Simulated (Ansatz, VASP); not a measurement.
**AlNi: VASP and Ansatz over several settings**

```xyz
2
Lattice="2.8421 0.0000 0.0000 0.0000 2.8421 0.0000 0.0000 0.0000 2.8421" Properties=species:S:1:pos:R:3 pbc="T T T"
Ni    1.4210    1.4210    1.4210
Al    0.0000    0.0000    0.0000
```

Single points on this cell with VASP 6.6.1 and Ansatz 0.2.0. Each row is one pair of runs. Alike in all rows: spin: collinear, typed start; k mesh: 9 × 9 × 9; smearing: fermi-dirac, width 0.05 eV.

| level | VASP's potentials, cutoff | Ansatz's potentials, cutoff | gap on the k mesh at the Fermi level (eV), VASP | gap on the k mesh at the Fermi level (eV), Ansatz | pressure (GPa), VASP | pressure (GPa), Ansatz | net moment per atom (μB), VASP | net moment per atom (μB), Ansatz |
| --- | --- | --- | --- | --- | --- | --- | --- | --- |
| LDA | VASP PAW LDA potentials, release 64 (Ni, Al), 520 eV | Ansatz PAW, 420 eV | none | none | -1.7 | -1.9 | 0.00 | 0.00 |
| PBE | VASP PAW PBE potentials, release 64 (Ni, Al), 520 eV | Ansatz PAW, 420 eV | none | none | 9.4 | 9.5 | 0.00 | 0.00 |
| r2SCAN | VASP PAW PBE potentials, release 64 (Ni, Al), 520 eV | Ansatz PAW, 500 eV | none | ? | 3.8 | ? | 0.00 | ? |

Problem. Fill in what Ansatz gave in row 3.

Solution. gap on the k mesh at the Fermi level (eV): none; pressure (GPa): 4.0; net moment per atom (μB): 0.00.

VASP's potentials hold 13 valence electrons a cell and Ansatz's 21, so a difference there can come from the potentials and not from the codes.

A gap of «none» marks a metal or a gap that the smearing closes.

Noted on Ansatz's runs: the magnetic or orbital state may not be the lowest.
